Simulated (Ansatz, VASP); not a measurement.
Two plane-wave programs on CsPbBr3

```
Cs Pb Br
1.0
     6.04610    0.00000    0.00000
     0.00000    6.04610    0.00000
     0.00000    0.00000    5.95805
Cs Pb Br
1 1 3
Direct
  0.00000 0.00000 0.00000
  0.50000 0.50000 0.50000
  0.00000 0.50000 0.50000
  0.50000 0.00000 0.50000
  0.50000 0.50000 0.00000
```

Change from the starting cell: strain +0.030 along x and y, +0.015 along z, atoms carried along.

Alike in both runs: task single point; functional PBEsol; k mesh 6 × 6 × 6; occupations gaussian, width 0.05 eV; no spin polarisation.

```csv
,VASP,Ansatz
version,VASP 6.6.1,Ansatz 0.2.0
potentials or method,"VASP PAW PBE potentials, release 64 (Cs_sv, Pb_d, Br), cutoff 520 eV","scalar-relativistic, plane waves, PAW"
valence electrons in the cell,44,44
```

|  | VASP | Ansatz | Ansatz less VASP |
| --- | --- | --- | --- |
| gap on the k mesh at the Fermi level (eV) | 1.67 | 1.67 | -0.001 |
| least direct gap on the mesh (eV) | 1.67 | 1.67 | -0.001 |
| pressure (GPa) | -1.3 | -1.3 | +0.01 |
| traceless stress, the component that is largest in VASP (GPa) | 0.32 | 0.32 | -0.001 |

VASP's potentials were made for PBE, not for PBEsol.

Spin-orbit coupling is off throughout.
